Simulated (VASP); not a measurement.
# Li4SiN (P4mm) in VASP: a series of runs

Runs on Li4SiN. Level: PBE. Tasks: single point, relaxation of cell and atoms.

All numbers are computed with VASP 6.6.1; they aren't measurements. Logs are shortened: lines on timing, memory, paths and dates and some standing lists are left out, and cuts for length are marked.

### Step 1. The cell of the first run

The structure is tetragonal, space group P4mm (No. 99). The conventional cell has a = 4.584 Å, b = 4.584 Å, c = 3.918 Å, α = 90.00°, β = 90.00°, γ = 90.00°. Li (site symmetry m) has 1 N at 2.15 Å and 4 Li at 2.23 to 2.35 Å and 2 Si at 2.45 to 2.69 Å within 2.9 Å. Si (site symmetry 4mm) has 8 Li at 2.45 to 2.69 Å within 3.2 Å. N (site symmetry 4mm) has 4 Li at 2.15 Å within 2.9 Å.

### Step 2. Single point, PBE

INCAR

```
SYSTEM = Li4SiN
  PREC = Accurate
  ENCUT = 520
  EDIFF = 1E-7
  ISMEAR = 0
  SIGMA = 0.1
  LREAL = .FALSE.
  LASPH = .TRUE.
  NELM = 60
  ALGO = Normal
  ISIF = 2
  LWAVE = .FALSE.
  LCHARG = .FALSE.
  GGA = PE
  NBANDS = 20
```

KPOINTS

```
regular mesh
0
G
  4 4 4
  0 0 0
```

POSCAR

```
Li4SiN
1.0
    4.5844542600      0.0000000000      0.0000000000
    0.0000000000      4.5844542600      0.0000000000
    0.0000000000      0.0000000000      3.9176321100
Li Si N
4 1 1
Direct
    0.7437507600      0.7437507600      0.5692125100
    0.2562492400      0.2562492400      0.5692125100
    0.2562492400      0.7437507600      0.5692125100
    0.7437507600      0.2562492400      0.5692125100
    0.0000000000      0.0000000000      0.0304217300
    0.5000000000      0.5000000000      0.9431869300
```

Potentials or basis: VASP PAW PBE potentials, release 64 (Li_sv, Si, N).

Run with:

```
$ cat potpaw_PBE.64/Li_sv/POTCAR potpaw_PBE.64/Si/POTCAR potpaw_PBE.64/N/POTCAR > POTCAR
$ mpirun -np 1 vasp_std > vasp.out
```

OUTCAR:

```text
SYSTEM = Li4SiN
   PREC = Accurate
   ENCUT = 520
   EDIFF = 1E-7
   ISMEAR = 0
   LREAL = .FALSE.
   LASPH = .TRUE.
   NELM = 60
   ISIF = 2
   GGA = PE

 ion  position               nearest neighbor table
   1  0.744  0.744  0.569-   6 2.15   4 2.23   3 2.23   4 2.35   3 2.35   5 2.45   5 2.69
   2  0.256  0.256  0.569-   6 2.15   4 2.23   3 2.23   3 2.35   4 2.35   5 2.45   5 2.69
   3  0.256  0.744  0.569-   6 2.15   2 2.23   1 2.23   2 2.35   1 2.35   5 2.45   5 2.69
   4  0.744  0.256  0.569-   6 2.15   2 2.23   1 2.23   2 2.35   1 2.35   5 2.45   5 2.69
   5  0.000  0.000  0.030-   1 2.45   2 2.45   3 2.45   4 2.45   1 2.69   2 2.69   3 2.69   4 2.69

   6  0.500  0.500  0.943-   1 2.15   2 2.15   3 2.15   4 2.15

  LATTYP: Found a simple tetragonal cell.
 ALAT       =     4.5844542600
 C/A-ratio  =     0.8545471037

  Lattice vectors:

 A1 = (   4.5844542600,   0.0000000000,   0.0000000000)
 A2 = (   0.0000000000,   4.5844542600,   0.0000000000)
 A3 = (   0.0000000000,   0.0000000000,   3.9176321100)

Analysis of symmetry for initial positions (statically):
=====================================================================
 Subroutine PRICEL returns:
 Original cell was already a primitive cell.

 Routine SETGRP: Setting up the symmetry group for a
 simple tetragonal supercell.

 Subroutine GETGRP returns: Found  8 space group operations
 (whereof  8 operations were pure point group operations)
 out of a pool of 16 trial point group operations.

The static configuration has the point symmetry C_4v.

Analysis of symmetry for dynamics (positions and initial velocities):
=====================================================================
 Subroutine PRICEL returns:
 Original cell was already a primitive cell.

 Routine SETGRP: Setting up the symmetry group for a
 simple tetragonal supercell.

 Subroutine GETGRP returns: Found  8 space group operations
 (whereof  8 operations were pure point group operations)
 out of a pool of 16 trial point group operations.

The dynamic configuration has the point symmetry C_4v.

 Subroutine INISYM returns: Found  8 space group operations
 (whereof  8 operations are pure point group operations),
 and found     1 'primitive' translations

----------------------------------------------------------------------------------------

                                     Primitive cell

  volume of cell :      82.3377

  direct lattice vectors                    reciprocal lattice vectors
     4.584454260  0.000000000  0.000000000     0.218128471  0.000000000  0.000000000
     0.000000000  4.584454260  0.000000000     0.000000000  0.218128471  0.000000000
     0.000000000  0.000000000  3.917632110     0.000000000  0.000000000  0.255256229

  length of vectors
     4.584454260  4.584454260  3.917632110     0.218128471  0.218128471  0.255256229

  position of ions in fractional coordinates (direct lattice)
     0.743750760  0.743750760  0.569212510
     0.256249240  0.256249240  0.569212510
     0.256249240  0.743750760  0.569212510
     0.743750760  0.256249240  0.569212510
     0.000000000  0.000000000  0.030421730
     0.500000000  0.500000000  0.943186930

  ion indices of the primitive-cell ions
   primitive index   ion index
                 1           1
                 2           2
                 3           3
                 4           4
                 5           5
                 6           6

----------------------------------------------------------------------------------------

 KPOINTS: regular mesh

Automatic generation of k-mesh.
 Grid dimensions read from file:
 generate k-points for:    4    4    4

 Generating k-lattice:

  Cartesian coordinates                     Fractional coordinates (reciprocal lattice)
     0.054532118  0.000000000  0.000000000     0.250000000  0.000000000  0.000000000
     0.000000000  0.054532118  0.000000000     0.000000000  0.250000000  0.000000000
     0.000000000  0.000000000  0.063814057     0.000000000  0.000000000  0.250000000

  Length of vectors
     0.054532118  0.054532118  0.063814057

  Shift w.r.t. Gamma in fractional coordinates (k-lattice)
     0.000000000  0.000000000  0.000000000

 Subroutine IBZKPT returns following result:
 ===========================================

 Found     18 irreducible k-points:

 Following reciprocal coordinates:
            Coordinates               Weight
  0.000000  0.000000  0.000000      1.000000
  0.250000  0.000000  0.000000      4.000000
  0.500000  0.000000  0.000000      2.000000
  0.250000  0.250000  0.000000      4.000000
  0.500000  0.250000  0.000000      4.000000
  0.500000  0.500000  0.000000      1.000000
[... 10 lines left out ...]
  0.500000  0.250000  0.500000      4.000000
  0.500000  0.500000  0.500000      1.000000
   k-points           NKPTS =     18   k-points in BZ     NKDIM =     18   number of bands    NBANDS=     20
   number of dos      NEDOS =    301   number of ions     NIONS =      6
[... 101 lines left out ...]
      4     -43.4559      2.00000
      5      -9.3898      2.00000
      6      -4.8254      2.00000
[... 12 lines left out ...]
     19      10.8333      0.00000
     20      12.1551      0.00000

 k-point     4 :       0.2500    0.2500    0.0000
  band No.  band energies     occupation
      1     -43.6053      2.00000
      2     -43.5208      2.00000
      3     -43.5206      2.00000
      4     -43.4433      2.00000
      5      -9.3981      2.00000
      6      -4.7306      2.00000
[... 12 lines left out ...]
     19      11.4402      0.00000
     20      11.7248      0.00000

 k-point     5 :       0.5000    0.2500    0.0000
  band No.  band energies     occupation
      1     -43.5743      2.00000
      2     -43.5519      2.00000
      3     -43.4926      2.00000
      4     -43.4717      2.00000
      5      -9.3665      2.00000
      6      -4.6677      2.00000
[... 12 lines left out ...]
     19      11.6222      0.00000
     20      11.7644      0.00000

 k-point     6 :       0.5000    0.5000    0.0000
  band No.  band energies     occupation
      1     -43.5446      2.00000
      2     -43.5223      2.00000
      3     -43.5223      2.00000
      4     -43.5013      2.00000
      5      -9.3427      2.00000
      6      -4.4811      2.00000
[... 12 lines left out ...]
     19      10.8738      0.00000
     20      11.0523      0.00000

 k-point     7 :       0.0000    0.0000    0.2500
  band No.  band energies     occupation
      1     -43.6379      2.00000
      2     -43.5186      2.00000
      3     -43.5186      2.00000
      4     -43.4134      2.00000
      5      -9.4188      2.00000
      6      -4.4175      2.00000
[... 12 lines left out ...]
     19      10.2914      0.00000
     20      10.9061      0.00000
[... 139 lines left out ...]
 k-point    14 :       0.2500    0.0000    0.5000
  band No.  band energies     occupation
      1     -43.6211      2.00000
      2     -43.5353      2.00000
      3     -43.5039      2.00000
      4     -43.4280      2.00000
      5      -9.3273      2.00000
      6      -3.9909      2.00000
[... 12 lines left out ...]
     19      10.5135      0.00000
     20      10.5350      0.00000

 k-point    15 :       0.5000    0.0000    0.5000
  band No.  band energies     occupation
      1     -43.5895      2.00000
      2     -43.5669      2.00000
      3     -43.4764      2.00000
      4     -43.4557      2.00000
      5      -9.2842      2.00000
      6      -4.0717      2.00000
[... 12 lines left out ...]
     19      11.8786      0.00000
     20      12.6112      0.00000

 k-point    16 :       0.2500    0.2500    0.5000
  band No.  band energies     occupation
      1     -43.6047      2.00000
      2     -43.5205      2.00000
      3     -43.5203      2.00000
      4     -43.4431      2.00000
      5      -9.2942      2.00000
      6      -3.9344      2.00000
[... 12 lines left out ...]
     19      10.7845      0.00000
     20      11.3827      0.00000

 k-point    17 :       0.5000    0.2500    0.5000
  band No.  band energies     occupation
      1     -43.5738      2.00000
      2     -43.5514      2.00000
      3     -43.4923      2.00000
      4     -43.4714      2.00000
      5      -9.2603      2.00000
      6      -3.8807      2.00000
[... 12 lines left out ...]
     19      11.7958      0.00000
     20      12.1828      0.00000

 k-point    18 :       0.5000    0.5000    0.5000
  band No.  band energies     occupation
      1     -43.5443      2.00000
      2     -43.5220      2.00000
      3     -43.5220      2.00000
      4     -43.5010      2.00000
      5      -9.2361      2.00000
      6      -3.6465      2.00000
[... 12 lines left out ...]
     19      12.5764      0.00000
     20      12.8514      0.00000

------------------------ aborting loop because EDIFF is reached ----------------------------------------

  FORCE on cell =-STRESS in cart. coord.  units (eV):
  Direction    XX          YY          ZZ          XY          YZ          ZX
  --------------------------------------------------------------------------------------
  -------------------------------------------------------------------------------------
  Total        3.4703907      3.4703907     -5.0234861      0.0000000     -0.0000000      0.0000000
  in kB       67.5289524     67.5289524    -97.7500186      0.0000000     -0.0000000      0.0000000
  external PRESSURE =      12.4359621 kB  Pullay stress =       0.0000000 kB

 VOLUME and BASIS-vectors are now :
 -----------------------------------------------------------------------------
  energy-cutoff  :      520.00
  volume of cell :       82.34
      direct lattice vectors                 reciprocal lattice vectors
     4.584454260  0.000000000  0.000000000     0.218128471  0.000000000  0.000000000
     0.000000000  4.584454260  0.000000000     0.000000000  0.218128471  0.000000000
     0.000000000  0.000000000  3.917632110     0.000000000  0.000000000  0.255256229

 POSITION                                       TOTAL-FORCE (eV/Angst)
 -----------------------------------------------------------------------------------
      3.40969      3.40969      2.22997        -0.358364     -0.358364     -0.180364
      1.17476      1.17476      2.22997         0.358364      0.358364     -0.180364
      1.17476      3.40969      2.22997         0.358364     -0.358364     -0.180364
      3.40969      1.17476      2.22997        -0.358364      0.358364     -0.180364
      0.00000      0.00000      0.11918        -0.000000      0.000000      1.059578
      2.29223      2.29223      3.69506        -0.000000      0.000000     -0.338122
 -----------------------------------------------------------------------------------
    total drift:                                0.000000      0.000000      0.001054

  FREE ENERGIE OF THE ION-ELECTRON SYSTEM (eV)
  ---------------------------------------------------
  free  energy   TOTEN  =       -17.9181868165 eV

  energy  without entropy=      -17.8984488056  energy(sigma->0) =      -17.90831781
```

Wall time 26 s (1 thread of Intel Xeon Platinum 8259CL at 2.50GHz (Skylake/Cascade Lake), shared host); peak memory 0.19 GiB.

What came out:

```
Free energy   : -17.9182 eV
Largest force : 1.060 eV/Å
```

Forces in eV/Å, atoms in the order of the input:
```
Li  -0.358 -0.358 -0.180
Li   0.358  0.358 -0.180
Li   0.358 -0.358 -0.180
Li  -0.358  0.358 -0.180
Si   0.000  0.000  1.060
N    0.000  0.000 -0.338
```

Caveat: the k points lie up to 0.40 Å⁻¹ apart; the cutoff is under 1.25 times the usual one of these potentials, so pressure, stress and relaxed cells hold a basis-set (Pulay) error; forces of over 1 eV/Å act on the atoms, so gaps and moduli don't describe the material at rest.

### Step 3. Relaxation of cell and atoms, PBE

INCAR

```
SYSTEM = Li4SiN
PREC = Accurate
ENCUT = 600
EDIFF = 1E-6
ISMEAR = 0
SIGMA = 0.1
LREAL = .FALSE.
LASPH = .TRUE.
NELM = 100
ALGO = Normal
ISIF = 3
LWAVE = .FALSE.
LCHARG = .FALSE.
GGA = PE
IBRION = 2
NSW = 90
EDIFFG = -0.04
```

KPOINTS

```
Automatic mesh
0
G
  4 4 4
  0 0 0
```

POSCAR is that of step 2.

Potentials or basis: VASP PAW PBE potentials, release 64 (Li_sv, Si, N).

Run with:

```
$ cat potpaw_PBE.64/Li_sv/POTCAR potpaw_PBE.64/Si/POTCAR potpaw_PBE.64/N/POTCAR > POTCAR
$ mpirun -np 1 vasp_std > vasp.out
```

Run time: 4.8 min. Hardware: 1 thread of Intel Xeon Platinum 8259CL at 2.50GHz (Skylake/Cascade Lake), shared host; peak memory 0.22 GiB.

Results (log left out):

```yaml
Free_energy: -22.7464 eV
Relaxed_volume: 13.17 Å³/atom
Relaxed_cell: a = 5.623 Å, b = 5.623 Å, c = 2.499 Å, α = 90.00°, β = 90.00°, γ = 90.00°
Space_group_after_relaxing_to_0.05_Å: P4/mmm (No. 123)
Energy_gained_by_relaxing: 804.3 meV/atom
Ionic_steps: 19
Pressure_after_relaxing: -0.1 GPa
Largest_force_after_relaxing: 0.014 eV/Å
```

Forces in eV/Å, atoms in the order of the input:
```
Li  -0.010 -0.010 -0.001
Li   0.010  0.010 -0.001
Li   0.010 -0.010 -0.001
Li  -0.010  0.010 -0.001
Si   0.000  0.000 -0.004
N    0.000  0.000  0.007
```

Stress tensor (GPa, compression positive):
```
 0.02  0.00  0.00
 0.00  0.02  0.00
 0.00  0.00 -0.35
```

The path:
```csv
step,energy change (eV),largest force (eV/Å),pressure (GPa),volume (Å³)
1,0.0000,1.0588,1.17,82.34
2,-0.5467,0.6218,0.75,83.41
3,-1.6594,0.5176,0.70,84.99
4,-3.8362,1.8077,1.13,79.48
5,-3.4596,0.8905,-2.11,84.13
6,-4.2285,1.4505,-1.74,82.21
7,-4.2575,1.5297,-1.43,81.79
8,-4.5292,1.0888,0.75,79.22
9,-4.5341,1.1883,0.38,79.48
10,-4.7276,0.3657,1.44,78.82
11,-4.7341,0.3370,1.16,78.92
12,-4.7786,0.3396,-0.65,80.40
13,-4.7788,0.3396,-0.76,80.50
14,-4.7917,0.3150,-0.33,79.74
15,-4.8076,0.2256,0.88,77.75
16,-4.8175,0.1541,0.54,78.08
17,-4.8220,0.1115,0.14,78.49
18,-4.8254,0.0552,0.00,78.80
19,-4.8261,0.0141,-0.10,79.01
```

Final structure:
```cif
data_structure
_symmetry_space_group_name_H-M 'P 1'
_symmetry_Int_Tables_number 1
_cell_length_a 5.6234
_cell_length_b 5.6234
_cell_length_c 2.4986
_cell_angle_alpha 90.000
_cell_angle_beta 90.000
_cell_angle_gamma 90.000
_cell_volume 79.01
loop_
_atom_site_label
_atom_site_type_symbol
_atom_site_fract_x
_atom_site_fract_y
_atom_site_fract_z
_atom_site_occupancy
Li1 Li 0.69907 0.69907 0.54166 1
Li2 Li 0.30093 0.30093 0.54166 1
Li3 Li 0.30093 0.69907 0.54166 1
Li4 Li 0.69907 0.30093 0.54166 1
Si1 Si 0.00000 0.00000 0.04252 1
N1 N 0.50000 0.50000 0.04131 1
```

Levels at points of the mesh, in eV from the Fermi level:
| k point | band 7 | band 8 | band 9 | band 10 | band 11 | band 12 | band 13 | band 14 |
| --- | --- | --- | --- | --- | --- | --- | --- | --- |
| (0.00, 0.00, 0.00) | -2.05 | -2.05 | -1.45 | -1.45 | 0.07 | 1.64 | 2.84 | 5.31 |
| (0.50, 0.00, 0.00) | -2.74 | -2.03 | -1.90 | -1.62 | 2.17 | 2.84 | 3.14 | 5.07 |
| (0.50, 0.50, 0.00) | -3.15 | -3.15 | -1.05 | -1.05 | 2.84 | 3.99 | 4.73 | 4.73 |
| (0.00, 0.00, 0.50) | -3.30 | -2.92 | -0.89 | -0.89 | 2.65 | 2.65 | 4.94 | 4.94 |
| (0.50, 0.00, 0.50) | -3.23 | -3.00 | -0.74 | -0.44 | 1.46 | 2.04 | 3.88 | 4.99 |
| (0.50, 0.50, 0.50) | -3.19 | -2.99 | -1.13 | -1.13 | 2.52 | 2.52 | 3.90 | 3.90 |

Caveat: the k points lie up to 0.63 Å⁻¹ apart in the final cell; the cutoff is under 1.25 times the usual one of these potentials, so pressure, stress and relaxed cells hold a basis-set (Pulay) error.

### Step 4. Single point, PBE, collinear spin, ferromagnetic start

INCAR

```
ALGO = Normal
EDIFF = 1E-6
ENCUT = 520
GGA = PE
ISIF = 2
ISMEAR = 0
ISPIN = 2
LASPH = T
LCHARG = F
LORBIT = 11
LREAL = F
LWAVE = F
MAGMOM = 0 0 0 0 0 1
NBANDS = 24
NELM = 150
PREC = Accurate
SIGMA = 0.1
```

KPOINTS

```
k-points
0
Gamma
  4 4 4
```

POSCAR is that of step 3.

Run with:

```
$ cat potpaw_PBE.64/Li_sv/POTCAR potpaw_PBE.64/Si/POTCAR potpaw_PBE.64/N/POTCAR > POTCAR
$ mpirun -np 1 vasp_std > vasp.out
```

It took 55 s on 1 thread of Intel Xeon Platinum 8259CL at 2.50GHz (Skylake/Cascade Lake), shared host; peak memory 0.24 GiB.

The run converged. Its results:

```yaml
Free_energy: -17.9182 eV
Largest_force: 1.059 eV/Å
Net_moment: 0.03 μB per cell
Valence_electrons_inside_the_program's_atomic_spheres: Li 2.12; Si 1.62; N 3.43
```

Forces in eV/Å, atoms in the order of the input:
```
Li  -0.358 -0.358 -0.180
Li   0.358  0.358 -0.180
Li   0.358 -0.358 -0.180
Li  -0.358  0.358 -0.180
Si   0.000  0.000  1.059
N    0.000  0.000 -0.338
```

Levels at points of the mesh, in eV from the Fermi level:
Spin up:
| k point | band 7 | band 8 | band 9 | band 10 | band 11 | band 12 | band 13 | band 14 |
| --- | --- | --- | --- | --- | --- | --- | --- | --- |
| (0.00, 0.00, 0.00) | -1.81 | -1.81 | -1.54 | -0.15 | -0.01 | 0.74 | 0.74 | 2.23 |
| (0.50, 0.00, 0.00) | -2.21 | -1.69 | -1.32 | -1.02 | -0.09 | -0.05 | 2.27 | 2.78 |
| (0.50, 0.50, 0.00) | -3.51 | -3.51 | -1.07 | 0.27 | 0.77 | 0.77 | 3.14 | 4.02 |
| (0.00, 0.00, 0.50) | -3.74 | -2.46 | -1.86 | -1.86 | 0.94 | 1.43 | 1.43 | 4.56 |
| (0.50, 0.00, 0.50) | -3.41 | -2.86 | -1.26 | -1.03 | -0.74 | 0.31 | 1.03 | 2.28 |
| (0.50, 0.50, 0.50) | -3.11 | -2.96 | -2.96 | -2.53 | 0.31 | 0.31 | 1.83 | 1.83 |
Spin down:
| k point | band 6 | band 7 | band 8 | band 9 | band 10 | band 11 | band 12 | band 13 | band 14 | band 15 |
| --- | --- | --- | --- | --- | --- | --- | --- | --- | --- | --- |
| (0.00, 0.00, 0.00) | -7.66 | -1.80 | -1.80 | -1.53 | -0.15 | 0.01 | 0.76 | 0.76 | 2.24 | 3.52 |
| (0.50, 0.00, 0.00) | -7.72 | -2.20 | -1.69 | -1.32 | -1.01 | -0.07 | -0.04 | 2.28 | 2.79 | 4.26 |
| (0.50, 0.50, 0.00) | -7.38 | -3.50 | -3.50 | -1.06 | 0.30 | 0.78 | 0.78 | 3.14 | 4.02 | 4.49 |
| (0.00, 0.00, 0.50) | -6.81 | -3.73 | -2.46 | -1.86 | -1.86 | 0.94 | 1.44 | 1.44 | 4.56 | 4.61 |
| (0.50, 0.00, 0.50) | -6.97 | -3.39 | -2.86 | -1.26 | -1.03 | -0.73 | 0.33 | 1.04 | 2.28 | 4.95 |
| (0.50, 0.50, 0.50) | -6.54 | -3.09 | -2.95 | -2.95 | -2.52 | 0.32 | 0.32 | 1.84 | 1.84 | 5.45 |

Caveat: the k points lie up to 0.40 Å⁻¹ apart; the cutoff is under 1.25 times the usual one of these potentials, so pressure, stress and relaxed cells hold a basis-set (Pulay) error; forces of over 1 eV/Å act on the atoms, so gaps and moduli don't describe the material at rest.

### Step 5. Overview

| task | spin | cell | cutoff (eV) | gap on the mesh (eV) | largest force (eV/Å) |
| --- | --- | --- | --- | --- | --- |
| single point | off | as given | 520 | none | 1.06 |
| relaxation of cell and atoms | off | relaxed | 600 | none | 0.01 |
| single point | collinear, ferromagnetic start | as given | 520 | none | 1.06 |

Alike in all rows: level PBE; potentials or basis VASP PAW PBE potentials, release 64 (Li_sv, Si, N); k mesh 4 × 4 × 4; smearing gaussian 0.1 eV.

Caveats: all runs use coarse meshes; the cutoff is under 1.25 times the usual one of these potentials, so pressure, stress and relaxed cells hold a basis-set (Pulay) error; forces of over 1 eV/Å act on the atoms, so gaps and moduli don't describe the material at rest (some runs).

Total energies depend on the potentials used, so only differences within one code and one set of settings carry meaning.
